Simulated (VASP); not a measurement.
# Ti2C (R-3m) in VASP: single point with r2SCAN

Aim: the single point of Ti2C with r2SCAN.

Program: VASP 6.6.1. These are calculated values, not measurements. Logs are shortened: lines on timing, memory, paths and dates and some standing lists are left out, and cuts for length are marked.

### 1 The cell of the first run

Symmetry: R-3m, No. 166, trigonal system. The conventional cell has a = 2.924 Å, b = 2.924 Å, c = 14.463 Å, α = 90.00°, β = 90.00°, γ = 120.00°. Ti (site symmetry 3m) has 3 C at 2.03 Å within 2.7 Å. C (site symmetry -3m) has 6 Ti at 2.03 Å within 2.7 Å.

### 2 Single point, r2SCAN (strain -0.050 along x and y, +0.000 along z)

File POSCAR:

```
Ti2C
1.0
    1.4620308914      0.8441039287      4.8208564637
   -1.4620308914      0.8441039287      4.8208564637
    0.0000000000     -1.6882078575      4.8208564637
Ti C
2 1
Direct
    0.2452135240      0.2452135240      0.2452135240
    0.7547864760      0.7547864760      0.7547864760
    0.5000000000      0.5000000000      0.5000000000
```

File INCAR.step1:

```
SYSTEM = Ti2C
PREC = Accurate
ENCUT = 520
ISMEAR = 0
SIGMA = 0.15
LREAL = .FALSE.
LASPH = .TRUE.
NELM = 100
NBANDS = 21
GGA = PE
ALGO = Normal
EDIFF = 1E-4
LWAVE = .TRUE.
LCHARG = .FALSE.
```

File INCAR.step2:

```
SYSTEM = Ti2C
PREC = Accurate
ENCUT = 520
EDIFF = 1E-6
ISMEAR = 0
SIGMA = 0.15
LREAL = .FALSE.
LASPH = .TRUE.
NELM = 100
ALGO = Normal
ISIF = 2
LWAVE = .FALSE.
LCHARG = .TRUE.
METAGGA = R2SCAN
LMIXTAU = .TRUE.
LELF = .TRUE.
LVHAR = .TRUE.
NBANDS = 21
ISTART = 1
```

File KPOINTS:

```
regular mesh
0
G
  18 18 18
  0 0 0
```

Potentials or basis: VASP PAW PBE potentials, release 64 (Ti_sv, C).

Launch:

```sh
$ cat potpaw_PBE.64/Ti_sv/POTCAR potpaw_PBE.64/C/POTCAR > POTCAR
$ cp INCAR.step1 INCAR
$ mpirun -np 1 vasp_std > vasp.out
$ cp INCAR.step2 INCAR
$ mpirun -np 1 vasp_std > vasp.out
```

OUTCAR:

```text
SYSTEM = Ti2C
   PREC = Accurate
   ENCUT = 520
   EDIFF = 1E-6
   ISMEAR = 0
   LREAL = .FALSE.
   LASPH = .TRUE.
   NELM = 100
   ISIF = 2
   METAGGA = R2SCAN
   ISTART = 1

 ion  position               nearest neighbor table
   1  0.245  0.245  0.245-   3 2.03   3 2.03   3 2.03   2 2.83   2 2.83   2 2.83
   2  0.755  0.755  0.755-   3 2.03   3 2.03   3 2.03   1 2.83   1 2.83   1 2.83
   3  0.500  0.500  0.500-   1 2.03   1 2.03   2 2.03   2 2.03   1 2.03   2 2.03

  LATTYP: Found a trigonal (rhomboedric) cell.
 ALAT       =     5.1079059127
 COS(alpha) =     0.8361458990

  Lattice vectors:

 A1 = (   1.4620308914,   0.8441039287,   4.8208564637)
 A2 = (  -1.4620308914,   0.8441039287,   4.8208564637)
 A3 = (   0.0000000000,  -1.6882078575,   4.8208564637)

Analysis of symmetry for initial positions (statically):
=====================================================================
 Subroutine PRICEL returns:
 Original cell was already a primitive cell.

 Routine SETGRP: Setting up the symmetry group for a
 trigonal (rhombohedral) supercell.

 Subroutine GETGRP returns: Found 12 space group operations
 (whereof 12 operations were pure point group operations)
 out of a pool of 12 trial point group operations.

The static configuration has the point symmetry D_3d.

Analysis of symmetry for dynamics (positions and initial velocities):
=====================================================================
 Subroutine PRICEL returns:
 Original cell was already a primitive cell.

 Routine SETGRP: Setting up the symmetry group for a
 trigonal (rhombohedral) supercell.

 Subroutine GETGRP returns: Found 12 space group operations
 (whereof 12 operations were pure point group operations)
 out of a pool of 12 trial point group operations.

The dynamic configuration has the point symmetry D_3d.

 Subroutine INISYM returns: Found 12 space group operations
 (whereof 12 operations are pure point group operations),
 and found     1 'primitive' translations

----------------------------------------------------------------------------------------

                                     Primitive cell

  volume of cell :      35.6967

  direct lattice vectors                    reciprocal lattice vectors
     1.462030891  0.844103929  4.820856464     0.341990038  0.197448040  0.069144007
    -1.462030891  0.844103929  4.820856464    -0.341990038  0.197448040  0.069144007
     0.000000000 -1.688207857  4.820856464     0.000000000 -0.394896081  0.069144007

  length of vectors
[... 83 lines left out ...]
   NELM   =    100;   NELMIN=  2; NELMDL=  0     # of ELM steps
   EDIFF  = 0.1E-05   stopping-criterion for ELM
   LREAL  =      F    real-space projection
   EDIFFG = 0.1E-04   stopping-criterion for IOM
   NSW    =      0    number of steps for IOM
   IBRION =     -1    ionic relax: 0-MD 1-quasi-New 2-CG
   NFREE  =      0    steps in history (QN), initial steepest desc. (CG)
   ISIF   =      2    stress and relaxation
   ISYM   =      2    0-nonsym 1-usesym 2-fastsym
   POTIM  = 0.5000    time-step for ionic-motion
   TEBEG  =    0.0;   TEEND  =   0.0 temperature during run
   PSTRESS=    0.0 pullay stress
   NELECT =      28.0000    total number of electrons
   NUPDOWN=      -1.0000    fix difference up-down
   EMIN   =  10.00;   EMAX   =-10.00  energy-range for DOS
   EFERMI =   0.00;   METHOD = LEGACY
   ISMEAR =     0;   SIGMA  =   0.15  broadening in eV -4-tet -1-fermi 0-gaus
   EFERMI_NEDOS =   21; number of points for ismear=-14 and -15
   IALGO  =     38    algorithm
   IMIX   =      4    mixing-type and parameters
     AMIX     =   0.40;   BMIX     =  1.00
     AMIX_MAG =   1.60;   BMIX_MAG =  1.00
  volume/ion in A,a.u.               =      11.90        80.30
  Fermi-wavevector in a.u.,A,eV,Ry     =   1.509796  2.853100 31.014252  2.279483
  Thomas-Fermi vector in A             =   2.620071
   LORBIT       =      0    0 simple, 1 ext, 2 COOP (PROOUT), +10 PAW based schemes
   METAGGA = R2SCAN    functional components
   LHFCALC =     F    Hartree Fock is set to
   AEXX    =    0.0000 exact exchange contribution
   IVDW    =     0    specifies the selected vdW correction
   LEPSILON=     F    determine dielectric tensor
   LRPA    =     F    only Hartree local field effects (RPA)
 non-spin polarized calculation
 Gauss-broadening in eV      SIGMA  =   0.15
  energy-cutoff  :      520.00
  volume of cell :       35.70
 maximum number of plane-waves:      1008
 NGX is ok and might be reduce to    40
   NGX = 19   NGY = 19   NGZ = 19

 number of electron      28.0000002 magnetization

 Free energy of the ion-electron system (eV)
  ---------------------------------------------------
  ext. energy  EPLUGINS =         0.00000000
  ---------------------------------------------------
  free energy    TOTEN  =       -37.71069679 eV

  energy without entropy =      -37.69295422  energy(sigma->0) =      -37.70182550

 E-fermi :   9.6428     XC(G=0): -13.2717

 val. band max:        9.6383346230   @ k =  -0.3889   0.4444   0.3889
 cond. band min:       9.6429885092   @ k =   0.4444   0.2222   0.0556
 fundamental gap:      0.0046538861
 Fermi energy:         9.6428183654

 k-point     1 :       0.0000    0.0000    0.0000
  band No.  band energies     occupation
      1     -49.2805      2.00000
      2     -49.1436      2.00000
      3     -24.9396      2.00000
      4     -24.1872      2.00000
      5     -24.1872      2.00000
      6     -24.1737      2.00000
[... 565 lines left out ...]
     20      13.5370      0.00000
     21      15.3328      0.00000

 [... further k-points ...]

------------------------ aborting loop because EDIFF is reached ----------------------------------------

  FORCE on cell =-STRESS in cart. coord.  units (eV):
  Direction    XX          YY          ZZ          XY          YZ          ZX
  --------------------------------------------------------------------------------------
  -------------------------------------------------------------------------------------
  Total        6.7527837      6.7527837      3.5557472      0.0000000     -0.0000000      0.0000000
  in kB      303.0857370    303.0857370    159.5928888      0.0000000     -0.0000000      0.0000000
  external PRESSURE =     255.2547876 kB  Pullay stress =       0.0000000 kB

 VOLUME and BASIS-vectors are now :
 -----------------------------------------------------------------------------
  energy-cutoff  :      520.00
  volume of cell :       35.70
      direct lattice vectors                 reciprocal lattice vectors
     1.462030891  0.844103929  4.820856464     0.341990038  0.197448040  0.069144007
    -1.462030891  0.844103929  4.820856464    -0.341990038  0.197448040  0.069144007
     0.000000000 -1.688207857  4.820856464     0.000000000 -0.394896081  0.069144007

 POSITION                                       TOTAL-FORCE (eV/Angst)
 -----------------------------------------------------------------------------------
      0.00000     -0.00000      3.54642         0.000000     -0.000000      1.167588
      0.00000     -0.00000     10.91615         0.000000      0.000000     -1.167588
      0.00000     -0.00000      7.23128         0.000000     -0.000000      0.000000
 -----------------------------------------------------------------------------------
    total drift:                                0.000000     -0.000000      0.000000

  FREE ENERGIE OF THE ION-ELECTRON SYSTEM (eV)
  ---------------------------------------------------
  free  energy   TOTEN  =       -37.7106967874 eV

  energy  without entropy=      -37.6929542177  energy(sigma->0) =      -37.70182550
```

OUTCAR.step1:

```text
SYSTEM = Ti2C
   PREC = Accurate
   ENCUT = 520
   ISMEAR = 0
   LREAL = .FALSE.
   LASPH = .TRUE.
   NELM = 100
[... 801 lines left out ...]
      0.00000     -0.00000      3.54642         0.000000     -0.000000      1.183317
      0.00000     -0.00000     10.91615         0.000000      0.000000     -1.183317
      0.00000     -0.00000      7.23128         0.000000      0.000000      0.000000
 -----------------------------------------------------------------------------------
    total drift:                                0.000000     -0.000000      0.000000

  FREE ENERGIE OF THE ION-ELECTRON SYSTEM (eV)
  ---------------------------------------------------
  free  energy   TOTEN  =       -26.4968972824 eV

  energy  without entropy=      -26.4796625000  energy(sigma->0) =      -26.48827989
```

Run time: 37 min. Hardware: 1 thread of Intel Xeon 6975P-C (Granite Rapids), shared host; peak memory 0.58 GiB.

What came out:

- Free energy: -37.7107 eV
- Pressure: 25.5 GPa
- Largest force: 1.168 eV/Å
- Band gap on the k mesh: zero (bands 14 and 15 overlap by 1.19 eV)

Forces in eV/Å, atoms in the order of the input:
```
Ti   0.000  0.000  1.168
Ti   0.000  0.000 -1.168
C    0.000  0.000  0.000
```

Caveat: the cell differs from its parent crystal (strain -0.050 along x and y, +0.000 along z); the stress differs along the axes, from 16 to 30 GPa; the PAW data sets were made with another functional, which shifts forces and pressure a little.
